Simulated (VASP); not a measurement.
# BN (I-4m2) in VASP: notebook

The runs below take BN through single point, with r2SCAN.

Everything below comes from runs of VASP 6.6.1. Logs are shortened: lines on timing, memory, paths and dates and some standing lists are left out, and cuts for length are marked.

### 1 The cell of the first run

It takes space group I-4m2 (No. 119, tetragonal). The conventional cell has a = 2.757 Å, b = 2.757 Å, c = 3.465 Å, α = 90.00°, β = 90.00°, γ = 90.00°. B (site symmetry -4m2) has 4 N at 1.63 Å within 2.2 Å. Within 2.2 Å of N (site symmetry -4m2) lie 4 B at 1.63 Å.

### 2 Single point, r2SCAN (strain +0.080 along x and y, -0.040 along z)

POSCAR

```
BN
1.0
    0.0000000000      1.9491988555      1.7326212049
    1.9491988555      0.0000000000      1.7326212049
    1.9491988555      1.9491988555      0.0000000000
B N
1 1
Direct
    0.0000000000      0.0000000000      0.0000000000
    0.7500000000      0.7500000000      0.7500000000
```

INCAR.step1

```
SYSTEM = BN
PREC = Accurate
ENCUT = 520
ISMEAR = 0
SIGMA = 0.05
LREAL = .FALSE.
LASPH = .TRUE.
NELM = 80
NBANDS = 11
GGA = PE
ALGO = Normal
EDIFF = 1E-4
LWAVE = .TRUE.
LCHARG = .FALSE.
```

INCAR.step2

```
SYSTEM = BN
PREC = Accurate
ENCUT = 520
EDIFF = 1E-7
ISMEAR = 0
SIGMA = 0.05
LREAL = .FALSE.
LASPH = .TRUE.
NELM = 80
ALGO = Normal
ISIF = 2
LWAVE = .FALSE.
LCHARG = .FALSE.
METAGGA = R2SCAN
LMIXTAU = .TRUE.
NBANDS = 11
ISTART = 1
```

KPOINTS

```
regular mesh
0
G
  12 12 12
  0 0 0
```

Potentials or basis: VASP PAW PBE potentials, release 64 (B, N).

Started as:

```console
> cat potpaw_PBE.64/B/POTCAR potpaw_PBE.64/N/POTCAR > POTCAR
> cp INCAR.step1 INCAR
> mpirun -np 1 vasp_std > vasp.out
> cp INCAR.step2 INCAR
> mpirun -np 1 vasp_std > vasp.out
```

OUTCAR:

```text
SYSTEM = BN
   PREC = Accurate
   ENCUT = 520
   EDIFF = 1E-7
   ISMEAR = 0
   LREAL = .FALSE.
   LASPH = .TRUE.
   NELM = 80
   ISIF = 2
   METAGGA = R2SCAN
   ISTART = 1

 ion  position               nearest neighbor table
   1  0.000  0.000  0.000-   2 1.63   2 1.63   2 1.63   2 1.63
   2  0.750  0.750  0.750-   1 1.63   1 1.63   1 1.63   1 1.63

  LATTYP: Found a body centered tetragonal cell.
 ALAT       =     2.7565834572
 C/A-ratio  =     1.2570787221

  Lattice vectors:

 A1 = (   0.0000000000,  -1.9491988555,  -1.7326212049)
 A2 = (   0.0000000000,   1.9491988555,  -1.7326212049)
 A3 = (   1.9491988555,   0.0000000000,   1.7326212049)

Analysis of symmetry for initial positions (statically):
=====================================================================
 Subroutine PRICEL returns:
 Original cell was already a primitive cell.

 Routine SETGRP: Setting up the symmetry group for a
 body centered tetragonal supercell.

 Subroutine GETGRP returns: Found  8 space group operations
 (whereof  8 operations were pure point group operations)
 out of a pool of 16 trial point group operations.

The static configuration has the point symmetry D_2d.

Analysis of symmetry for dynamics (positions and initial velocities):
=====================================================================
 Subroutine PRICEL returns:
 Original cell was already a primitive cell.

 Routine SETGRP: Setting up the symmetry group for a
 body centered tetragonal supercell.

 Subroutine GETGRP returns: Found  8 space group operations
 (whereof  8 operations were pure point group operations)
 out of a pool of 16 trial point group operations.

The dynamic configuration has the point symmetry D_2d.

 Subroutine INISYM returns: Found  8 space group operations
 (whereof  8 operations are pure point group operations),
 and found     1 'primitive' translations

----------------------------------------------------------------------------------------

                                     Primitive cell

  volume of cell :      13.1658

  direct lattice vectors                    reciprocal lattice vectors
     0.000000000  1.949198855  1.732621205    -0.256515644  0.256515644  0.288580100
     1.949198855  0.000000000  1.732621205     0.256515644 -0.256515644  0.288580100
     1.949198855  1.949198855  0.000000000     0.256515644  0.256515644 -0.288580100

  length of vectors
     2.607940263  2.607940263  2.756583457     0.463550456  0.463550456  0.463550456

  position of ions in fractional coordinates (direct lattice)
     0.000000000  0.000000000  0.000000000
     0.750000000  0.750000000  0.750000000

  ion indices of the primitive-cell ions
   primitive index   ion index
                 1           1
                 2           2

----------------------------------------------------------------------------------------

 KPOINTS: regular mesh

Automatic generation of k-mesh.
 Grid dimensions read from file:
 generate k-points for:   12   12   12

 Generating k-lattice:

  Cartesian coordinates                     Fractional coordinates (reciprocal lattice)
    -0.021376304  0.021376304  0.024048342     0.083333333 -0.000000000  0.000000000
     0.021376304 -0.021376304  0.024048342    -0.000000000  0.083333333  0.000000000
     0.021376304  0.021376304 -0.024048342     0.000000000  0.000000000  0.083333333

  Length of vectors
     0.038629205  0.038629205  0.038629205

  Shift w.r.t. Gamma in fractional coordinates (k-lattice)
     0.000000000  0.000000000  0.000000000

 Subroutine IBZKPT returns following result:
 ===========================================

 Found    163 irreducible k-points:

 Following reciprocal coordinates:
            Coordinates               Weight
  0.000000  0.000000  0.000000      1.000000
  0.083333  0.000000  0.000000      8.000000
  0.166667  0.000000  0.000000      8.000000
  0.250000  0.000000  0.000000      8.000000
  0.333333 -0.000000  0.000000      8.000000
  0.416667 -0.000000  0.000000      8.000000
[... 16 lines left out ...]
  0.500000  0.166667  0.000000      8.000000
 -0.416667  0.166667  0.000000      8.000000
 [... further k-points ...]
   k-points           NKPTS =    163   k-points in BZ     NKDIM =    163   number of bands    NBANDS=     11
   number of dos      NEDOS =    301   number of ions     NIONS =      2
   total plane-waves  NPLWV =   9600
   dimension x,y,z NGX =    20 NGY =   20 NGZ =   24
   dimension x,y,z NGXF=    40 NGYF=   40 NGZF=   48
   ions per type =               1   1
   NGX,Y,Z   is equivalent  to a cutoff of  12.75, 12.75, 14.47 a.u.
   NGXF,Y,Z  is equivalent  to a cutoff of  25.50, 25.50, 28.95 a.u.
 SYSTEM =  BN
   PREC   = accura    normal or accurate (medium, high low for compatibility)
   ISTART =      1    job   : 0-new  1-cont  2-samecut
   ICHARG =      0    charge: 1-file 2-atom 10-const
   ISPIN  =      1    spin polarized calculation?
   LNONCOLLINEAR =      F non collinear calculations
   LSORBIT =      F    spin-orbit coupling
   LASPH  =      T    aspherical Exc in radial PAW
   ENCUT  =  520.0 eV  38.22 Ry    6.18 a.u.   4.85  4.85  5.13*2*pi/ulx,y,z
   NELM   =     80;   NELMIN=  2; NELMDL=  0     # of ELM steps
   EDIFF  = 0.1E-06   stopping-criterion for ELM
   LREAL  =      F    real-space projection
   EDIFFG = 0.1E-05   stopping-criterion for IOM
   NSW    =      0    number of steps for IOM
   IBRION =     -1    ionic relax: 0-MD 1-quasi-New 2-CG
   NFREE  =      0    steps in history (QN), initial steepest desc. (CG)
   ISIF   =      2    stress and relaxation
   ISYM   =      2    0-nonsym 1-usesym 2-fastsym
   POTIM  = 0.5000    time-step for ionic-motion
   TEBEG  =    0.0;   TEEND  =   0.0 temperature during run
   PSTRESS=    0.0 pullay stress
   NELECT =       8.0000    total number of electrons
   NUPDOWN=      -1.0000    fix difference up-down
   EMIN   =  10.00;   EMAX   =-10.00  energy-range for DOS
   EFERMI =   0.00;   METHOD = LEGACY
   ISMEAR =     0;   SIGMA  =   0.05  broadening in eV -4-tet -1-fermi 0-gaus
   EFERMI_NEDOS =   21; number of points for ismear=-14 and -15
   IALGO  =     38    algorithm
   IMIX   =      4    mixing-type and parameters
     AMIX     =   0.40;   BMIX     =  1.00
     AMIX_MAG =   1.60;   BMIX_MAG =  1.00
  volume/ion in A,a.u.               =       6.58        44.42
  Fermi-wavevector in a.u.,A,eV,Ry     =   1.386616  2.620324 26.159973  1.922704
  Thomas-Fermi vector in A             =   2.510915
   LORBIT       =      0    0 simple, 1 ext, 2 COOP (PROOUT), +10 PAW based schemes
   METAGGA = R2SCAN    functional components
   LHFCALC =     F    Hartree Fock is set to
   AEXX    =    0.0000 exact exchange contribution
   IVDW    =     0    specifies the selected vdW correction
   LEPSILON=     F    determine dielectric tensor
   LRPA    =     F    only Hartree local field effects (RPA)
 non-spin polarized calculation
 Gauss-broadening in eV      SIGMA  =   0.05
  energy-cutoff  :      520.00
  volume of cell :       13.17
 maximum number of plane-waves:       363
   NGX =  9   NGY =  9   NGZ = 11

 number of electron       8.0000001 magnetization

 Free energy of the ion-electron system (eV)
  ---------------------------------------------------
  ext. energy  EPLUGINS =         0.00000000
  ---------------------------------------------------
  free energy    TOTEN  =       -18.81394432 eV

  energy without entropy =      -18.81394432  energy(sigma->0) =      -18.81394432

 E-fermi :   6.8683     XC(G=0): -13.0921

 val. band max:        6.5971815474   @ k =   0.0000   0.0000   0.0000
 cond. band min:       9.7576961123   @ k =   0.5000   0.5000   0.0000
 fundamental gap:      3.1605145649
 Fermi energy:         6.8682595933

 k-point     1 :       0.0000    0.0000    0.0000
  band No.  band energies     occupation
      1     -14.0853      2.00000
      2       5.6863      2.00000
      3       5.6863      2.00000
      4       6.5972      2.00000
      5      14.5729      0.00000
      6      15.1568      0.00000
      7      15.3654      0.00000
      8      15.3655      0.00000
      9      30.1359      0.00000
     10      30.6699      0.00000
     11      32.6953      0.00000

 k-point     2 :       0.0833    0.0000    0.0000
  band No.  band energies     occupation
      1     -13.9241      2.00000
      2       4.9873      2.00000
      3       5.4820      2.00000
      4       6.2992      2.00000
      5      14.5466      0.00000
      6      15.3554      0.00000
      7      15.5847      0.00000
      8      16.1525      0.00000
      9      29.4841      0.00000
     10      30.0515      0.00000
     11      31.2132      0.00000

 k-point     3 :       0.1667    0.0000    0.0000
  band No.  band energies     occupation
      1     -13.4483      2.00000
      2       3.0683      2.00000
      3       4.9792      2.00000
      4       5.9027      2.00000
      5      14.5081      0.00000
      6      16.0193      0.00000
      7      16.0414      0.00000
      8      17.6824      0.00000
      9      28.6052      0.00000
     10      29.1935      0.00000
     11      30.8962      0.00000
[... 267 lines left out ...]
 k-point    23 :       0.5000    0.1667    0.0000
  band No.  band energies     occupation
      1      -9.8916      2.00000
      2      -3.3279      2.00000
      3       2.4926      2.00000
      4       3.3172      2.00000
      5      13.6643      0.00000
      6      18.2249      0.00000
      7      18.6028      0.00000
      8      20.0066      0.00000
      9      27.0689      0.00000
     10      32.0723      0.00000
     11      33.3498      0.00000

 k-point    24 :      -0.4167    0.1667    0.0000
  band No.  band energies     occupation
      1      -9.9447      2.00000
      2      -3.2789      2.00000
      3       2.7531      2.00000
      4       2.9709      2.00000
      5      13.9283      0.00000
      6      17.9640      0.00000
      7      18.5091      0.00000
      8      21.1597      0.00000
      9      26.4988      0.00000
     10      31.1896      0.00000
     11      31.7932      0.00000

 [... further k-points ...]

------------------------ aborting loop because EDIFF is reached ----------------------------------------

  FORCE on cell =-STRESS in cart. coord.  units (eV):
  Direction    XX          YY          ZZ          XY          YZ          ZX
  --------------------------------------------------------------------------------------
  -------------------------------------------------------------------------------------
  Total       -4.4771466     -4.4771466      0.2521264      0.0000000      0.0000000      0.0000000
  in kB     -544.8362279   -544.8362279     30.6819581      0.0000000      0.0000000      0.0000000
  external PRESSURE =    -352.9968326 kB  Pullay stress =       0.0000000 kB

 VOLUME and BASIS-vectors are now :
 -----------------------------------------------------------------------------
  energy-cutoff  :      520.00
  volume of cell :       13.17
      direct lattice vectors                 reciprocal lattice vectors
     0.000000000  1.949198855  1.732621205    -0.256515644  0.256515644  0.288580100
     1.949198855  0.000000000  1.732621205     0.256515644 -0.256515644  0.288580100
     1.949198855  1.949198855  0.000000000     0.256515644  0.256515644 -0.288580100

 POSITION                                       TOTAL-FORCE (eV/Angst)
 -----------------------------------------------------------------------------------
      0.00000      0.00000      0.00000        -0.000000     -0.000000     -0.000000
      2.92380      2.92380      2.59893         0.000000      0.000000      0.000000
 -----------------------------------------------------------------------------------
    total drift:                                0.000037      0.000037      0.000129

  FREE ENERGIE OF THE ION-ELECTRON SYSTEM (eV)
  ---------------------------------------------------
  free  energy   TOTEN  =       -18.8139443233 eV

  energy  without entropy=      -18.8139443233  energy(sigma->0) =      -18.81394432
```

It took 77 s on 1 thread of Intel Xeon Platinum 8259CL at 2.50GHz (Skylake/Cascade Lake), shared host; peak memory 0.14 GiB.

Results:

| Quantity | Value |
| --- | --- |
| Free energy | -18.8139 eV |
| Pressure | -35.3 GPa |
| Band gap on the k mesh | 3.16 eV, indirect (least direct gap 7.98 eV) |

Levels at points of the mesh, in eV from the valence-band top:
| k point | band 1 | band 2 | band 3 | band 4 | band 5 | band 6 | band 7 | band 8 | band 9 |
| --- | --- | --- | --- | --- | --- | --- | --- | --- | --- |
| (0.00, 0.00, 0.00) | -20.68 | -0.91 | -0.91 | 0.00 | 7.98 | 8.56 | 8.77 | 8.77 | 23.54 |
| (0.50, 0.00, 0.00) | -16.85 | -10.68 | -3.17 | -1.66 | 7.63 | 9.65 | 11.79 | 14.69 | 22.49 |
| (0.50, 0.50, 0.00) | -14.85 | -8.10 | -6.10 | -6.10 | 3.16 | 6.76 | 17.04 | 17.04 | 21.12 |
| (0.50, 0.00, 0.50) | -15.98 | -9.75 | -4.61 | -4.55 | 4.93 | 9.55 | 15.72 | 17.03 | 18.76 |

Caveat: the cell differs from its parent crystal (strain +0.080 along x and y, -0.040 along z); the PAW data sets were made with another functional, which shifts forces and pressure a little. A k mesh can miss the band edges.

### 3 Single point, r2SCAN (strain +0.080 along x and y, +0.000 along z)

POSCAR

```
BN
1.0
    0.0000000000      1.9491988555      1.8048137551
    1.9491988555      0.0000000000      1.8048137551
    1.9491988555      1.9491988555      0.0000000000
B N
1 1
Direct
    0.0000000000      0.0000000000      0.0000000000
    0.7500000000      0.7500000000      0.7500000000
```

INCAR.step1

```
PREC = Accurate
ENCUT = 520
ISMEAR = 0
SIGMA = 0.05
LREAL = F
LASPH = T
NELM = 100
NBANDS = 11
GGA = PE
ALGO = Normal
EDIFF = 1E-4
LWAVE = T
LCHARG = F
```

INCAR.step2

```
PREC = Accurate
ENCUT = 520
EDIFF = 1E-7
ISMEAR = 0
SIGMA = 0.05
LREAL = F
LASPH = T
NELM = 100
ALGO = Normal
ISIF = 2
LWAVE = F
LCHARG = T
METAGGA = R2SCAN
LMIXTAU = T
LELF = T
LVHAR = T
NBANDS = 11
ISTART = 1
```

KPOINTS

```
Automatic mesh
0
Gamma
  12 12 12
```

Potentials or basis: VASP PAW PBE potentials, release 64 (B, N).

Started as:

```console
> cat potpaw_PBE.64/B/POTCAR potpaw_PBE.64/N/POTCAR > POTCAR
> cp INCAR.step1 INCAR
> mpirun -np 1 vasp_std > vasp.out
> cp INCAR.step2 INCAR
> mpirun -np 1 vasp_std > vasp.out
```

Wall time 79 s (1 thread of Intel Xeon Platinum 8259CL at 2.50GHz (Skylake/Cascade Lake), shared host); peak memory 0.14 GiB.

The run converged. Its results:

| Property | Result |
| --- | --- |
| Free energy | -18.7870 eV |
| Pressure | -44.8 GPa |
| Band gap on the k mesh | 3.66 eV, indirect (least direct gap 8.09 eV) |

Stress tensor (GPa, compression positive):
```
-57.52   0.00   0.00
  0.00 -57.52   0.00
  0.00   0.00 -19.24
```

Levels at points of the mesh, in eV from the valence-band top:
| k point | band 1 | band 2 | band 3 | band 4 | band 5 | band 6 | band 7 | band 8 | band 9 |
| --- | --- | --- | --- | --- | --- | --- | --- | --- | --- |
| (0.00, 0.00, 0.00) | -20.07 | -0.62 | -0.62 | 0.00 | 8.09 | 8.15 | 8.60 | 8.60 | 22.93 |
| (0.50, 0.00, 0.00) | -16.44 | -10.16 | -2.65 | -1.65 | 7.89 | 9.85 | 11.04 | 14.39 | 22.24 |
| (0.50, 0.50, 0.00) | -14.77 | -8.09 | -5.40 | -5.40 | 3.66 | 7.35 | 16.63 | 16.63 | 20.19 |
| (0.50, 0.00, 0.50) | -15.47 | -9.13 | -4.46 | -4.43 | 4.78 | 9.11 | 15.85 | 16.74 | 18.73 |

Caveat: the cell differs from its parent crystal (strain +0.080 along x and y, +0.000 along z); the PAW data sets were made with another functional, which shifts forces and pressure a little.
